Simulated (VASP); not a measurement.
# CoSi (P2_13) in VASP: settings compared

CoSi is run at these levels: PBE, r2SCAN; tasks: single point, relaxation of cell and atoms.

Everything below comes from runs of VASP 6.6.1. Logs are shortened: lines on timing, memory, paths and dates and some standing lists are left out, and cuts for length are marked.

## 1. The cell of the first run

Symmetry: P2_13, No. 198, cubic system. The conventional cell has a = 4.429 Å, b = 4.429 Å, c = 4.429 Å, α = 90.00°, β = 90.00°, γ = 90.00°. Within 3.1 Å of Co (site symmetry 3) lie 7 Si at 2.32 to 2.43 Å and 6 Co at 2.72 Å. Si (site symmetry 3) has 7 Co at 2.32 to 2.43 Å and 6 Si at 2.74 Å within 3.1 Å.

## 2. Single point, PBE, collinear spin, ferromagnetic start

Input file INCAR:

```
SYSTEM = CoSi
PREC = Accurate
ENCUT = 520
EDIFF = 1E-6
ISMEAR = 0
SIGMA = 0.05
LREAL = .False.
LASPH = .True.
NELM = 150
ALGO = Normal
ISIF = 2
LWAVE = .False.
LCHARG = .True.
ISPIN = 2
MAGMOM = 1.5 1.5 1.5 1.5 0 0 0 0
LORBIT = 11
LMAXMIX = 4
GGA = PE
LELF = .True.
LVHAR = .True.
NBANDS = 40
```

Input file KPOINTS:

```
regular mesh
0
Gamma
  4 4 4
  0 0 0
```

Input file POSCAR:

```
CoSi
1.0
    4.4288871093      0.0000000000      0.0000000000
    0.0000000000      4.4288871093      0.0000000000
    0.0000000000      0.0000000000      4.4288871093
Co Si
4 4
Direct
    0.1450706685      0.1450706685      0.1450706685
    0.3549293315      0.8549293315      0.6450706685
    0.6450706685      0.3549293315      0.8549293315
    0.8549293315      0.6450706685      0.3549293315
    0.8429944041      0.8429944041      0.8429944041
    0.6570055959      0.1570055959      0.3429944041
    0.3429944041      0.6570055959      0.1570055959
    0.1570055959      0.3429944041      0.6570055959
```

Potentials or basis: VASP PAW PBE potentials, release 64 (Co, Si).

Command:

```bash
$ cat potpaw_PBE.64/Co/POTCAR potpaw_PBE.64/Si/POTCAR > POTCAR
$ mpirun -np 1 vasp_std > vasp.out
```

OUTCAR:

```text
SYSTEM = CoSi
   PREC = Accurate
   ENCUT = 520
   EDIFF = 1E-6
   ISMEAR = 0
   LREAL = .False.
   LASPH = .True.
   NELM = 150
   ISIF = 2
   ISPIN = 2
   LORBIT = 11
   GGA = PE

 ion  position               nearest neighbor table
   1  0.145  0.145  0.145-   5 2.32   6 2.33   7 2.33   8 2.33   7 2.43   8 2.43   6 2.43   3 2.72
                             4 2.72   2 2.72   2 2.72   4 2.72   3 2.72
   2  0.355  0.855  0.645-   6 2.32   5 2.33   7 2.33   8 2.33   7 2.43   8 2.43   5 2.43   1 2.72
                             1 2.72   3 2.72   3 2.72   4 2.72   4 2.72
   3  0.645  0.355  0.855-   7 2.32   6 2.33   5 2.33   8 2.33   8 2.43   6 2.43   5 2.43   1 2.72
                             4 2.72   2 2.72   2 2.72   4 2.72   1 2.72
   4  0.855  0.645  0.355-   8 2.32   6 2.33   7 2.33   5 2.33   6 2.43   5 2.43   7 2.43   1 2.72
                             3 2.72   2 2.72   1 2.72   2 2.72   3 2.72
   5  0.843  0.843  0.843-   1 2.32   2 2.33   3 2.33   4 2.33   3 2.43   4 2.43   2 2.43   6 2.74
                             7 2.74   8 2.74   6 2.74   8 2.74   7 2.74
   6  0.657  0.157  0.343-   2 2.32   1 2.33   3 2.33   4 2.33   3 2.43   4 2.43   1 2.43   8 2.74
                             5 2.74   5 2.74   7 2.74   7 2.74   8 2.74
   7  0.343  0.657  0.157-   3 2.32   2 2.33   1 2.33   4 2.33   4 2.43   2 2.43   1 2.43   8 2.74
                             5 2.74   8 2.74   6 2.74   6 2.74   5 2.74
   8  0.157  0.343  0.657-   4 2.32   2 2.33   3 2.33   1 2.33   2 2.43   1 2.43   3 2.43   7 2.74
                             5 2.74   7 2.74   5 2.74   6 2.74   6 2.74

  LATTYP: Found a simple cubic cell.
 ALAT       =     4.4288871093

  Lattice vectors:

 A1 = (   4.4288871093,   0.0000000000,   0.0000000000)
 A2 = (   0.0000000000,   4.4288871093,   0.0000000000)
 A3 = (   0.0000000000,   0.0000000000,   4.4288871093)

Analysis of symmetry for initial positions (statically):
=====================================================================
 Subroutine PRICEL returns:
 Original cell was already a primitive cell.

 Routine SETGRP: Setting up the symmetry group for a
 simple cubic supercell.

 Subroutine GETGRP returns: Found 12 space group operations
 (whereof  3 operations were pure point group operations)
 out of a pool of 48 trial point group operations.

The static configuration has the point symmetry C_3 .
 The point group associated with its full space group is T   .

Analysis of symmetry for dynamics (positions and initial velocities):
=====================================================================
 Subroutine PRICEL returns:
 Original cell was already a primitive cell.

 Routine SETGRP: Setting up the symmetry group for a
 simple cubic supercell.

 Subroutine GETGRP returns: Found 12 space group operations
 (whereof  3 operations were pure point group operations)
 out of a pool of 48 trial point group operations.

The dynamic configuration has the point symmetry C_3 .
 The point group associated with its full space group is T   .

Analysis of structural, dynamic, and magnetic symmetry:
=====================================================================
 Subroutine PRICEL returns:
 Original cell was already a primitive cell.

 Routine SETGRP: Setting up the symmetry group for a
 simple cubic supercell.

 Subroutine GETGRP returns: Found 12 space group operations
 (whereof  3 operations were pure point group operations)
 out of a pool of 48 trial point group operations.

The overall configuration has the point symmetry C_3 .
 The point group associated with its full space group is T   .

 Subroutine INISYM returns: Found 12 space group operations
 (whereof  3 operations are pure point group operations),
 and found     1 'primitive' translations

----------------------------------------------------------------------------------------

                                     Primitive cell

  volume of cell :      86.8728

  direct lattice vectors                    reciprocal lattice vectors
     4.428887109  0.000000000  0.000000000     0.225790357  0.000000000  0.000000000
     0.000000000  4.428887109  0.000000000     0.000000000  0.225790357  0.000000000
     0.000000000  0.000000000  4.428887109     0.000000000  0.000000000  0.225790357

  length of vectors
     4.428887109  4.428887109  4.428887109     0.225790357  0.225790357  0.225790357

  position of ions in fractional coordinates (direct lattice)
     0.145070668  0.145070668  0.145070668
     0.354929332  0.854929332  0.645070668
     0.645070668  0.354929332  0.854929332
     0.854929332  0.645070668  0.354929332
     0.842994404  0.842994404  0.842994404
     0.657005596  0.157005596  0.342994404
     0.342994404  0.657005596  0.157005596
     0.157005596  0.342994404  0.657005596

  ion indices of the primitive-cell ions
   primitive index   ion index
                 1           1
                 2           2
                 3           3
[... 86 lines left out ...]
  Thomas-Fermi vector in A             =   2.504636
   LORBIT       =     11    0 simple, 1 ext, 2 COOP (PROOUT), +10 PAW based schemes
   GGA     = PE    functional components
   LHFCALC =     F    Hartree Fock is set to
   AEXX    =    0.0000 exact exchange contribution
   IVDW    =     0    specifies the selected vdW correction
   LEPSILON=     F    determine dielectric tensor
   LRPA    =     F    only Hartree local field effects (RPA)
 spin polarized calculation
 Gauss-broadening in eV      SIGMA  =   0.05
  energy-cutoff  :      520.00
  volume of cell :       86.87
 maximum number of plane-waves:      2360
 NGX is ok and might be reduce to    36

 number of electron      52.0000003 magnetization       0.0010369

 number of electron      52.0000003 magnetization      -0.0007426

 Free energy of the ion-electron system (eV)
  ---------------------------------------------------
  ext. energy  EPLUGINS =         0.00000000
  ---------------------------------------------------
  free energy    TOTEN  =       -54.75692714 eV

  energy without entropy =      -54.75360007  energy(sigma->0) =      -54.75526361

 E-fermi :  12.1213     XC(G=0): -12.8734

 val. band max:       12.0952277801   @ k =   0.5000   0.5000   0.0000
 cond. band min:      12.1248060141   @ k =   0.0000   0.0000   0.0000
 fundamental gap:      0.0295782341
 Fermi energy:        12.1212944430

 spin component 1

 k-point     1 :       0.0000    0.0000    0.0000
  band No.  band energies     occupation
      1      -1.5545      1.00000
      2       3.9445      1.00000
      3       3.9445      1.00000
      4       3.9445      1.00000
      5       6.6443      1.00000
      6       6.6443      1.00000
[... 30 lines left out ...]
     37      18.2475      0.00000
     38      18.2475      0.00000
[... 408 lines left out ...]
     37      19.9506      0.00000
     38      19.9506      0.00000
 Fermi energy:        12.1212944430

 spin component 2

 k-point     1 :       0.0000    0.0000    0.0000
  band No.  band energies     occupation
      1      -1.5545      1.00000
      2       3.9445      1.00000
      3       3.9445      1.00000
      4       3.9445      1.00000
      5       6.6442      1.00000
      6       6.6442      1.00000
[... 30 lines left out ...]
     37      18.2475      0.00000
     38      18.2475      0.00000
[... 408 lines left out ...]
     37      19.9506      0.00000
     38      19.9506      0.00000
 [bands above 38 left out]

------------------------ aborting loop because EDIFF is reached ----------------------------------------

  FORCE on cell =-STRESS in cart. coord.  units (eV):
  Direction    XX          YY          ZZ          XY          YZ          ZX
  --------------------------------------------------------------------------------------
  -------------------------------------------------------------------------------------
  Total        0.1067239      0.1067239      0.1067239      0.0000000      0.0000000      0.0000000
  in kB        1.9682868      1.9682868      1.9682868      0.0000000      0.0000000      0.0000000
  external PRESSURE =       1.9682868 kB  Pullay stress =       0.0000000 kB

 VOLUME and BASIS-vectors are now :
 -----------------------------------------------------------------------------
  energy-cutoff  :      520.00
  volume of cell :       86.87
      direct lattice vectors                 reciprocal lattice vectors
     4.428887109  0.000000000  0.000000000     0.225790357  0.000000000  0.000000000
     0.000000000  4.428887109  0.000000000     0.000000000  0.225790357  0.000000000
     0.000000000  0.000000000  4.428887109     0.000000000  0.000000000  0.225790357

 POSITION                                       TOTAL-FORCE (eV/Angst)
 -----------------------------------------------------------------------------------
      0.64250      0.64250      0.64250         0.001685      0.001685      0.001685
      1.57194      3.78639      2.85695        -0.001685     -0.001685      0.001685
      2.85695      1.57194      3.78639         0.001685     -0.001685     -0.001685
      3.78639      2.85695      1.57194        -0.001685      0.001685     -0.001685
      3.73353      3.73353      3.73353         0.014159      0.014159      0.014159
      2.90980      0.69536      1.51908        -0.014159     -0.014159      0.014159
      1.51908      2.90980      0.69536         0.014159     -0.014159     -0.014159
      0.69536      1.51908      2.90980        -0.014159      0.014159     -0.014159
 -----------------------------------------------------------------------------------
    total drift:                               -0.000000      0.000000      0.000000

  FREE ENERGIE OF THE ION-ELECTRON SYSTEM (eV)
  ---------------------------------------------------
  free  energy   TOTEN  =       -54.7569271386 eV

  energy  without entropy=      -54.7536000742  energy(sigma->0) =      -54.75526361

 total charge

# of ion       s       p       d       tot
------------------------------------------
    1        0.437   0.618   7.568   8.622
    2        0.437   0.618   7.568   8.622
    3        0.437   0.618   7.568   8.622
    4        0.437   0.618   7.568   8.622
    5        0.725   0.884   0.000   1.610
    6        0.725   0.884   0.000   1.610
    7        0.725   0.884   0.000   1.610
    8        0.725   0.884   0.000   1.610
--------------------------------------------------
tot          4.649   6.009  30.270  40.928

 magnetization (x)

# of ion       s       p       d       tot
------------------------------------------
    1        0.000   0.000  -0.000  -0.000
    2        0.000   0.000  -0.000  -0.000
    3        0.000   0.000  -0.000  -0.000
    4        0.000   0.000  -0.000  -0.000
    5        0.000   0.000   0.000   0.000
    6        0.000   0.000   0.000   0.000
    7        0.000   0.000   0.000   0.000
    8        0.000   0.000   0.000   0.000
--------------------------------------------------
tot          0.000   0.000  -0.000  -0.000
```

Run time: 76 s. Hardware: 1 thread of Intel Xeon Platinum 8488C (Sapphire Rapids), shared host; peak memory 0.26 GiB.

Results:

```yaml
Free_energy: -54.7569 eV
Pressure: 0.2 GPa
Largest_force: 0.025 eV/Å
Band_gap_on_the_k_mesh: zero (filled and empty bands overlap)
Net_moment: 0.00 μB per cell
Valence_electrons_inside_the_program's_atomic_spheres: Co 8.62; Si 1.61
```

Forces on the atoms (eV/Å):
```
Co   0.002  0.002  0.002
Co  -0.002 -0.002  0.002
Co   0.002 -0.002 -0.002
Co  -0.002  0.002 -0.002
Si   0.014  0.014  0.014
Si  -0.014 -0.014  0.014
Si   0.014 -0.014 -0.014
Si  -0.014  0.014 -0.014
```

Caveat: the starting moments collapsed, and a magnetic state may lie lower.

## 3. Relaxation of cell and atoms, PBE, collinear spin, ferromagnetic start

This run uses another cell than the first one, of 10.93 Å³/atom, 1.006 times its volume.

Input file INCAR:

```
  ALGO = Normal
  EDIFF = 1E-6
  EDIFFG = -0.03
  ENCUT = 600
  GGA = PE
  IBRION = 2
  ISIF = 3
  ISMEAR = 0
  ISPIN = 2
  LASPH = True
  LCHARG = False
  LMAXMIX = 4
  LORBIT = 11
  LREAL = False
  LWAVE = False
  MAGMOM = 1.5 1.5 1.5 1.5 0 0 0 0
  NELM = 150
  NSW = 80
  PREC = Accurate
  SIGMA = 0.05
```

Input file KPOINTS:

```
k-points
0
Gamma
  4 4 4
```

Input file POSCAR:

```
CoSi
1.0
    4.4380000000      0.0000000000      0.0000000000
    0.0000000000      4.4380000000      0.0000000000
    0.0000000000      0.0000000000      4.4380000000
Co Si
4 4
Direct
    0.1400000000      0.1400000000      0.1400000000
    0.3600000000      0.8600000000      0.6400000000
    0.6400000000      0.3600000000      0.8600000000
    0.8600000000      0.6400000000      0.3600000000
    0.8430000000      0.8430000000      0.8430000000
    0.6570000000      0.1570000000      0.3430000000
    0.3430000000      0.6570000000      0.1570000000
    0.1570000000      0.3430000000      0.6570000000
```

Potentials or basis: VASP PAW PBE potentials, release 64 (Co, Si).

Command:

```bash
$ cat potpaw_PBE.64/Co/POTCAR potpaw_PBE.64/Si/POTCAR > POTCAR
$ mpirun -np 1 vasp_std > vasp.out
```

Wall time 4.3 min (1 thread of Intel Xeon Platinum 8488C (Sapphire Rapids), shared host); peak memory 0.27 GiB.

It converged, with:

```
Free energy                                           : -54.7566 eV
Relaxed volume                                        : 10.87 Å³/atom
Relaxed cell                                          : a = 4.430 Å, b = 4.430 Å, c = 4.430 Å, α = 90.00°, β = 90.00°, γ = 90.00°
Space group after relaxing (to 0.05 Å)                : P2_13 (No. 198)
Energy gained by relaxing                             : 2.8 meV/atom
Ionic steps                                           : 7
Pressure after relaxing                               : 0.0 GPa
Largest force after relaxing                          : 0.014 eV/Å
Band gap on the k mesh                                : zero (filled and empty bands overlap)
Net moment                                            : 0.00 μB per cell
Valence electrons inside the program's atomic spheres : Co 8.62; Si 1.61
```

Forces on the atoms (eV/Å):
```
Co  -0.003 -0.003 -0.003
Co   0.003  0.003 -0.003
Co  -0.003  0.003  0.003
Co   0.003 -0.003  0.003
Si   0.008  0.008  0.008
Si  -0.008 -0.008  0.008
Si   0.008 -0.008 -0.008
Si  -0.008  0.008 -0.008
```

Step by step:
| step | energy change (eV) | largest force (eV/Å) | pressure (GPa) | volume (Å³) |
| --- | --- | --- | --- | --- |
| 1 | 0.0000 | 0.2730 | -0.41 | 87.41 |
| 2 | -0.0125 | 0.1889 | 0.18 | 87.06 |
| 3 | -0.0195 | 0.0821 | 1.22 | 86.51 |
| 4 | -0.0174 | 0.0837 | -1.74 | 87.56 |
| 5 | -0.0220 | 0.0576 | -0.03 | 86.95 |
| 6 | -0.0220 | 0.0572 | -0.05 | 86.96 |
| 7 | -0.0225 | 0.0137 | -0.01 | 86.92 |

Final structure:
```
Co Si
1.0
     4.42972    0.00000    0.00000
     0.00000    4.42972    0.00000
     0.00000    0.00000    4.42972
Co Si
4 4
Cartesian
  0.6431 0.6431 0.6431
  1.5717 3.7866 2.8580
  2.8580 1.5717 3.7866
  3.7866 2.8580 1.5717
  3.7347 3.7347 3.7347
  2.9099 0.6950 1.5198
  1.5198 2.9099 0.6950
  0.6950 1.5198 2.9099
```

Levels at points of the mesh, in eV from the Fermi level:
Spin up:
```tsv
k point	band 23	band 24	band 25	band 26	band 27	band 28	band 29	band 30
(0.00, 0.00, 0.00)	-0.77	-0.77	0.00	0.00	0.00	2.50	2.50	2.50
(0.50, 0.00, 0.00)	-0.64	-0.64	-0.47	-0.47	1.01	1.01	1.50	1.50
(0.50, 0.50, 0.00)	-0.99	-0.99	-0.03	-0.03	0.60	0.60	2.01	2.01
(0.50, 0.50, 0.50)	-1.21	-1.21	-0.21	-0.21	-0.21	-0.21	5.42	5.42
```
Spin down:
```tsv
k point	band 23	band 24	band 25	band 26	band 27	band 28	band 29	band 30
(0.00, 0.00, 0.00)	-0.77	-0.77	0.00	0.00	0.00	2.50	2.50	2.50
(0.50, 0.00, 0.00)	-0.64	-0.64	-0.47	-0.47	1.01	1.01	1.50	1.50
(0.50, 0.50, 0.00)	-0.99	-0.99	-0.03	-0.03	0.60	0.60	2.01	2.01
(0.50, 0.50, 0.50)	-1.21	-1.21	-0.21	-0.21	-0.21	-0.21	5.42	5.42
```

Caveat: the starting moments collapsed, and a magnetic state may lie lower.

## 4. Single point, r2SCAN

This run uses another cell than the first one, of 10.52 Å³/atom, 0.969 times its volume.

Input file POSCAR:

```
CoSi
1.0
    4.3829497400      0.0000000000      0.0000000000
    0.0000000000      4.3829497400      0.0000000000
    0.0000000000      0.0000000000      4.3829497400
Co Si
4 4
Direct
    0.1456680264      0.1456680264      0.1456680264
    0.3543319736      0.8543319736      0.6456680264
    0.6456680264      0.3543319736      0.8543319736
    0.8543319736      0.6456680264      0.3543319736
    0.8436088031      0.8436088031      0.8436088031
    0.6563911969      0.1563911969      0.3436088031
    0.3436088031      0.6563911969      0.1563911969
    0.1563911969      0.3436088031      0.6563911969
```

Input file INCAR.step1:

```
SYSTEM = CoSi
PREC     = Accurate       ! precision mode
ENCUT    = 520            ! plane-wave cutoff, eV
ISMEAR   = -5             ! smearing method
SIGMA    = 0.05           ! smearing width, eV
LREAL    = .False.        ! projectors in reciprocal space
LASPH    = .True.         ! aspherical terms in the spheres
NELM     = 100            ! most SCF steps
LMAXMIX  = 4              ! l up to which the mixer works
GGA      = PE             ! functional
ALGO     = Normal         ! electronic algorithm
EDIFF    = 1E-4           ! SCF threshold, eV
LWAVE    = .True.         ! write WAVECAR
LCHARG   = .False.        ! write CHGCAR
```

Input file INCAR.step2:

```
SYSTEM = CoSi
PREC     = Accurate       ! precision mode
ENCUT    = 520            ! plane-wave cutoff, eV
EDIFF    = 1E-7           ! SCF threshold, eV
ISMEAR   = 0              ! smearing method
SIGMA    = 0.05           ! smearing width, eV
LREAL    = .False.        ! projectors in reciprocal space
LASPH    = .True.         ! aspherical terms in the spheres
NELM     = 100            ! most SCF steps
ALGO     = Normal         ! electronic algorithm
ISIF     = 2              ! what is computed and relaxed
LWAVE    = .False.        ! write WAVECAR
LCHARG   = .False.        ! write CHGCAR
LMAXMIX  = 4              ! l up to which the mixer works
METAGGA  = R2SCAN         ! meta-GGA
LMIXTAU  = .True.       
LORBIT   = 10             ! projections on sites
ISTART   = 1
```

Input file KPOINTS:

```
regular mesh
0
Gamma
  8 8 8
  0 0 0
```

Command:

```bash
$ cat potpaw_PBE.64/Co/POTCAR potpaw_PBE.64/Si/POTCAR > POTCAR
$ cp INCAR.step1 INCAR
$ mpirun -np 1 vasp_std > vasp.out
$ cp INCAR.step2 INCAR
$ mpirun -np 1 vasp_std > vasp.out
```

It took 5.1 min on 1 thread of Intel Xeon Platinum 8488C (Sapphire Rapids), shared host; peak memory 0.28 GiB.

It converged, with:

- Free energy: -91.9641 eV
- Pressure: 0.1 GPa
- Largest force: 0.006 eV/Å
- Band gap on the k mesh: zero (band 26 reaches 12.53 eV, above the bottom of band 27 at 12.32 eV)
- Valence electrons inside the program's atomic spheres: Co 8.75; Si 1.62

Forces in eV/Å, atoms in the order of the input:
```
Co   0.003  0.003  0.003
Co  -0.003 -0.003  0.003
Co   0.003 -0.003 -0.003
Co  -0.003  0.003 -0.003
Si   0.003  0.003  0.003
Si  -0.003 -0.003  0.003
Si   0.003 -0.003 -0.003
Si  -0.003  0.003 -0.003
```

Levels at points of the mesh, in eV from the Fermi level:
```csv
k point,band 24,band 25,band 26,band 27,band 28,band 29
"(0.00, 0.00, 0.00)",-0.88,-0.01,-0.01,-0.01,2.86,2.86
"(0.50, 0.00, 0.00)",-0.73,-0.52,-0.52,1.09,1.09,1.71
"(0.50, 0.50, 0.00)",-1.12,-0.05,-0.05,0.68,0.68,2.28
"(0.50, 0.50, 0.50)",-1.35,-0.21,-0.21,-0.21,-0.21,6.09
```

Caveat: the PAW data sets were made with another functional, which shifts forces and pressure a little. Spin polarisation is off, so any magnetic state and its effect on volume and gap are missing.
